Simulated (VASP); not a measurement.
# Mo (Im-3m) in VASP: single point with PBE

Aim: the single point of Mo with PBE.

Everything below comes from runs of VASP 6.6.1. Logs are shortened: lines on timing, memory, paths and dates and some standing lists are left out, and cuts for length are marked.

### Step 1. The cell of the first run

The structure is cubic, space group Im-3m (No. 229). The conventional cell has a = 3.161 Å, b = 3.161 Å, c = 3.161 Å, α = 90.00°, β = 90.00°, γ = 90.00°. Mo (site symmetry m-3m) has 14 Mo at 2.74 to 3.16 Å within 3.6 Å.

### Step 2. Single point, PBE

Contents of INCAR:

```
PREC = Accurate
ENCUT = 500
EDIFF = 1E-6
ISMEAR = -1
SIGMA = 0.1
LREAL = False
LASPH = True
NELM = 120
ALGO = Normal
ISIF = 2
LWAVE = False
LCHARG = False
GGA = PE
NBANDS = 21
GGA_COMPAT = False
```

Contents of KPOINTS:

```
Automatic mesh
0
Gamma
  2 2 2
```

Contents of POSCAR:

```
Mo
1.0
    3.1610772500      0.0000000000      0.0000000000
    0.0000000000      3.1610772500      0.0000000000
    0.0000000000      0.0000000000      3.1610772500
Mo
2
Direct
    0.0000000000      0.0000000000      0.0000000000
    0.5000000000      0.5000000000      0.5000000000
```

Potentials or basis: VASP PAW PBE potentials, release 64 (Mo_sv).

The run is started by

```
> cat potpaw_PBE.64/Mo_sv/POTCAR > POTCAR
> mpirun -np 1 vasp_std > vasp.out
```

OUTCAR:

```text
PREC = Accurate
   ENCUT = 500
   EDIFF = 1E-6
   ISMEAR = -1
   LREAL = False
   LASPH = True
   NELM = 120
   ISIF = 2
   GGA = PE

 ion  position               nearest neighbor table
   1  0.000  0.000  0.000-   2 2.74   2 2.74   2 2.74   2 2.74   2 2.74   2 2.74   2 2.74   2 2.74

   2  0.500  0.500  0.500-   1 2.74   1 2.74   1 2.74   1 2.74   1 2.74   1 2.74   1 2.74   1 2.74

  LATTYP: Found a simple cubic cell.
 ALAT       =     3.1610772500

  Lattice vectors:

 A1 = (   3.1610772500,   0.0000000000,   0.0000000000)
 A2 = (   0.0000000000,   3.1610772500,   0.0000000000)
 A3 = (   0.0000000000,   0.0000000000,   3.1610772500)

Analysis of symmetry for initial positions (statically):
=====================================================================
 Subroutine PRICEL returns following result:

  LATTYP: Found a body centered cubic cell.
 ALAT       =     3.1610772500

  Lattice vectors:

 A1 = (   1.5805386250,   1.5805386250,  -1.5805386250)
 A2 = (  -1.5805386250,   1.5805386250,   1.5805386250)
 A3 = (   1.5805386250,  -1.5805386250,   1.5805386250)

   2 primitive cells build up your supercell.

 Routine SETGRP: Setting up the symmetry group for a
 simple cubic supercell.

 Subroutine GETGRP returns: Found 48 space group operations
 (whereof 48 operations were pure point group operations)
 out of a pool of 48 trial point group operations.

The static configuration has the point symmetry O_h .

Analysis of symmetry for dynamics (positions and initial velocities):
=====================================================================
 Subroutine PRICEL returns following result:

  LATTYP: Found a body centered cubic cell.
 ALAT       =     3.1610772500

  Lattice vectors:

 A1 = (   1.5805386250,   1.5805386250,  -1.5805386250)
 A2 = (  -1.5805386250,   1.5805386250,   1.5805386250)
 A3 = (   1.5805386250,  -1.5805386250,   1.5805386250)

   2 primitive cells build up your supercell.

 Routine SETGRP: Setting up the symmetry group for a
 simple cubic supercell.

 Subroutine GETGRP returns: Found 48 space group operations
[... 67 lines left out ...]
   ions per type =               2
   NGX,Y,Z   is equivalent  to a cutoff of  12.62, 12.62, 12.62 a.u.
   NGXF,Y,Z  is equivalent  to a cutoff of  25.24, 25.24, 25.24 a.u.
 SYSTEM =  unknown system
   PREC   = accura    normal or accurate (medium, high low for compatibility)
   ISTART =      0    job   : 0-new  1-cont  2-samecut
   ICHARG =      2    charge: 1-file 2-atom 10-const
   ISPIN  =      1    spin polarized calculation?
   LNONCOLLINEAR =      F non collinear calculations
   LSORBIT =      F    spin-orbit coupling
   LASPH  =      T    aspherical Exc in radial PAW
   ENCUT  =  500.0 eV  36.75 Ry    6.06 a.u.   5.76  5.76  5.76*2*pi/ulx,y,z
   NELM   =    120;   NELMIN=  2; NELMDL= -5     # of ELM steps
   EDIFF  = 0.1E-05   stopping-criterion for ELM
   LREAL  =      F    real-space projection
   EDIFFG = 0.1E-04   stopping-criterion for IOM
   NSW    =      0    number of steps for IOM
   IBRION =     -1    ionic relax: 0-MD 1-quasi-New 2-CG
   NFREE  =      0    steps in history (QN), initial steepest desc. (CG)
   ISIF   =      2    stress and relaxation
   ISYM   =      2    0-nonsym 1-usesym 2-fastsym
   POTIM  = 0.5000    time-step for ionic-motion
   TEBEG  =    0.0;   TEEND  =   0.0 temperature during run
   PSTRESS=    0.0 pullay stress
   NELECT =      28.0000    total number of electrons
   NUPDOWN=      -1.0000    fix difference up-down
   EMIN   =  10.00;   EMAX   =-10.00  energy-range for DOS
   EFERMI =   0.00;   METHOD = LEGACY
   ISMEAR =    -1;   SIGMA  =   0.10  broadening in eV -4-tet -1-fermi 0-gaus
   EFERMI_NEDOS =   21; number of points for ismear=-14 and -15
   IALGO  =     38    algorithm
   IMIX   =      4    mixing-type and parameters
     AMIX     =   0.40;   BMIX     =  1.00
     AMIX_MAG =   1.60;   BMIX_MAG =  1.00
  volume/ion in A,a.u.               =      15.79       106.58
  Fermi-wavevector in a.u.,A,eV,Ry     =   1.572627  2.971834 33.649327  2.473156
  Thomas-Fermi vector in A             =   2.674033
   LORBIT       =      0    0 simple, 1 ext, 2 COOP (PROOUT), +10 PAW based schemes
   GGA     = PE    functional components
   LHFCALC =     F    Hartree Fock is set to
   AEXX    =    0.0000 exact exchange contribution
   IVDW    =     0    specifies the selected vdW correction
   LEPSILON=     F    determine dielectric tensor
   LRPA    =     F    only Hartree local field effects (RPA)
 non-spin polarized calculation
  energy-cutoff  :      500.00
  volume of cell :       31.59
 maximum number of plane-waves:       840
 NGX is ok and might be reduce to    24
   NGX = 11   NGY = 11   NGZ = 11

 number of electron      28.0000007 magnetization

 Free energy of the ion-electron system (eV)
  ---------------------------------------------------
  ext. energy  EPLUGINS =         0.00000000
  ---------------------------------------------------
  free energy    TOTEN  =       -20.89721036 eV

  energy without entropy =      -20.89539769  energy(sigma->0) =      -20.89630402

 E-fermi :  12.8454     XC(G=0): -13.2586

 val. band max:       12.0495688100   @ k =   0.5000   0.0000   0.0000
 cond. band min:      13.5728752467   @ k =   0.5000   0.0000   0.0000
 fundamental gap:      1.5233064367
 Fermi energy:        12.8454181480

 k-point     1 :       0.0000    0.0000    0.0000
  band No.  band energies     occupation
      1     -48.3929      2.00000
      2     -47.9512      2.00000
      3     -22.6660      2.00000
      4     -22.6660      2.00000
      5     -22.6660      2.00000
      6     -21.7111      2.00000
[... 85 lines left out ...]
     20      22.0150      0.00000
     21      24.0263      0.00000

------------------------ aborting loop because EDIFF is reached ----------------------------------------

  FORCE on cell =-STRESS in cart. coord.  units (eV):
  Direction    XX          YY          ZZ          XY          YZ          ZX
  --------------------------------------------------------------------------------------
  -------------------------------------------------------------------------------------
  Total       -0.9481338     -0.9481338     -0.9481338      0.0000000      0.0000000      0.0000000
  in kB      -48.0922286    -48.0922286    -48.0922286      0.0000000      0.0000000      0.0000000
  external PRESSURE =     -48.0922286 kB  Pullay stress =       0.0000000 kB

 VOLUME and BASIS-vectors are now :
 -----------------------------------------------------------------------------
  energy-cutoff  :      500.00
  volume of cell :       31.59
      direct lattice vectors                 reciprocal lattice vectors
     3.161077250  0.000000000  0.000000000     0.316347853  0.000000000  0.000000000
     0.000000000  3.161077250  0.000000000     0.000000000  0.316347853  0.000000000
     0.000000000  0.000000000  3.161077250     0.000000000  0.000000000  0.316347853

 POSITION                                       TOTAL-FORCE (eV/Angst)
 -----------------------------------------------------------------------------------
      0.00000      0.00000      0.00000        -0.000000     -0.000000     -0.000000
      1.58054      1.58054      1.58054         0.000000      0.000000      0.000000
 -----------------------------------------------------------------------------------
    total drift:                                0.000000      0.000000     -0.000000

  FREE ENERGIE OF THE ION-ELECTRON SYSTEM (eV)
  ---------------------------------------------------
  free  energy   TOTEN  =       -20.8972103585 eV

  energy  without entropy=      -20.8953976880  energy(sigma->0) =      -20.89630402
```

stdout:

```text
POSCAR found type information on POSCAR Mo
 POSCAR found :  1 types and       2 ions
 scaLAPACK will be used
 LDA part: xc-table for (Slater+PW92), standard interpolation
 POSCAR, INCAR and KPOINTS ok, starting setup
 FFT: planning ... GRIDC
 FFT: planning ... GRID_SOFT
 FFT: planning ... GRID
 WAVECAR not read
 entering main loop
```

Run time: 5.8 s. Hardware: 1 thread of Intel Xeon 8259CL, shared host; peak memory 0.13 GiB.

Results:

| Quantity | Value |
| --- | --- |
| Free energy | -20.8972 eV |
| Pressure | -4.8 GPa |
| Band gap on the k mesh | zero (band 14 reaches 14.04 eV, above the bottom of band 15 at 12.05 eV) |

Levels at points of the mesh, in eV from the Fermi level:
| k point | band 10 | band 11 | band 12 | band 13 | band 14 | band 15 | band 16 | band 17 | band 18 | band 19 |
| --- | --- | --- | --- | --- | --- | --- | --- | --- | --- | --- |
| (0.00, 0.00, 0.00) | -5.67 | -5.67 | -1.50 | -1.50 | -1.50 | 1.47 | 1.47 | 3.84 | 3.84 | 3.84 |
| (0.50, 0.00, 0.00) | -4.09 | -2.90 | -2.90 | -0.80 | -0.80 | -0.80 | -0.80 | 0.73 | 0.73 | 3.19 |
| (0.50, 0.50, 0.00) | -5.57 | -3.56 | -3.56 | 1.20 | 1.20 | 1.52 | 1.52 | 2.15 | 2.15 | 4.61 |
| (0.50, 0.50, 0.50) | -2.85 | -2.85 | -2.85 | -2.85 | -2.85 | 2.28 | 2.28 | 2.28 | 2.28 | 9.17 |

Caveat: the k points lie up to 0.99 Å⁻¹ apart.
